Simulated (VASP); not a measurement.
A run of VASP 6.6.1:

INCAR

```
SYSTEM = Na
PREC = Accurate
ENCUT = 520
EDIFF = 1E-7
ISMEAR = 0
SIGMA = 0.1
LREAL = .FALSE.
LASPH = .TRUE.
NELM = 60
ALGO = Normal
ISIF = 2
LWAVE = .FALSE.
LCHARG = .TRUE.
GGA = PE
LELF = .TRUE.
LVHAR = .TRUE.
NBANDS = 22
```

Contents of KPOINTS:

```
Automatic mesh
0
G
  4 4 4
  0 0 0
```

The input POSCAR:

```
Na
1.0
    1.9492359386     -6.3267292559      0.0000000000
    1.9492359386      6.3267292559      0.0000000000
    0.0000000000      0.0000000000      6.1262248904
Na
4
Direct
    0.1327940302      0.8672059698      1.0001969072
    0.6327940302      0.3672059698      0.4998030928
    0.8672059698      0.1327940302     -0.0001969072
    0.3672059698      0.6327940302      0.5001969072
```

Potentials or basis: VASP PAW PBE potentials, release 64 (Na_pv).

Command:

```bash
$ cat potpaw_PBE.64/Na_pv/POTCAR > POTCAR
$ mpirun -np 1 vasp_std > vasp.out
```

Hardware: 1 thread of Intel(R) Xeon(R) 6975P-C (Granite Rapids), with other jobs on the host.

**Question.** How long does it take, and how much memory?

**Answer.** It took 41 s on 1 thread of Intel(R) Xeon(R) 6975P-C (Granite Rapids) (shared host), peak memory 0.32 GiB. Counts: scf iterations 12, k points 21.
